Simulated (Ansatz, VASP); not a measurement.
Si: VASP beside Ansatz

```
Si
1.0
     2.68136    2.68136    0.00000
    -2.68136    2.68136    0.00000
     0.00000    2.68136    2.68136
Si
2
Direct
  0.25000 0.75000 0.50000
  0.00000 0.00000 0.00000
```

Alike in both runs: task single point; functional PBEsol; k mesh 8 × 8 × 8; no spin polarisation.

|  | VASP | Ansatz |
| --- | --- | --- |
| version | VASP 6.6.1 | Ansatz 0.2.0 |
| potentials or method | VASP PAW PBE potentials, release 64 (Si), cutoff 520 eV | all-electron LAPW, scalar-relativistic |
| occupations | gaussian, width 0.01 eV | fixed |

|  | VASP | Ansatz | Ansatz less VASP |
| --- | --- | --- | --- |
| gap on the k mesh at the Fermi level (eV) | 0.44 | 0.45 | +0.009 |
| pressure (GPa) | 4.2 | 4.0 | -0.20 |

VASP's potentials were made for PBE, not for PBEsol. Ansatz ran all-electron here, and VASP with PAW potentials.
